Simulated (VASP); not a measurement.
Write the native input for VASP 6.6.1 that does the following.

| Item | Value |
| --- | --- |
| Task | single point |
| Functional | PBE |
| Potentials or basis | VASP PAW PBE potentials, release 64 (Ge_d, Si) |
| Cutoff | 520 eV |
| k mesh | 7 × 7 × 1 |
| Occupations | gaussian, width 0.1 eV |
| Spin | no spin polarisation |
| Dipole correction | yes |
| Further INCAR settings | ALGO = Normal; EDIFF = 1e-06; NBANDS = 38 |

The structure of SiGe4 lies in POSCAR:

```
SiGe4
1.0
    4.0740542171      0.0000000000      0.0000000000
    0.0000000000      4.0740542171      0.0000000000
    0.0000000000      0.0000000000     19.8557569412
Ge Si
4 1
Direct
    0.0000000000      0.5000000000      0.2014529092
    0.0000000000      0.0000000000      0.2739958843
    0.5000000000      0.0000000000      0.3493666172
    0.5000000000      0.5000000000      0.4208228861
    1.0000000000      0.7500000000      0.4655236779
```

The input as run:

INCAR

```
SYSTEM = SiGe4
PREC = Accurate
ENCUT = 520
EDIFF = 1E-6
ISMEAR = 0
SIGMA = 0.1
LREAL = .False.
LASPH = .True.
NELM = 60
ALGO = Normal
ISIF = 2
LWAVE = .False.
LCHARG = .False.
LDIPOL = .True.
IDIPOL = 3
DIPOL = 0.5 0.5 0.342
GGA = PE
NBANDS = 38
```

KPOINTS

```
regular mesh
0
Gamma
  7 7 1
  0 0 0
```

Potentials or basis: VASP PAW PBE potentials, release 64 (Ge_d, Si).

Run with:

```console
$ cat potpaw_PBE.64/Ge_d/POTCAR potpaw_PBE.64/Si/POTCAR > POTCAR
$ mpirun -np 1 vasp_std > vasp.out
```

Results of the run:

```yaml
Largest_force: 0.686 eV/Å
Band_gap_on_the_k_mesh: zero (band 30 reaches -1.21 eV, above the bottom of band 31 at -1.80 eV)
```

Wall time 2.9 min on 1 thread of AMD EPYC 9R45 96-Core Processor (Zen 5), on a shared host, peak memory 0.41 GiB.
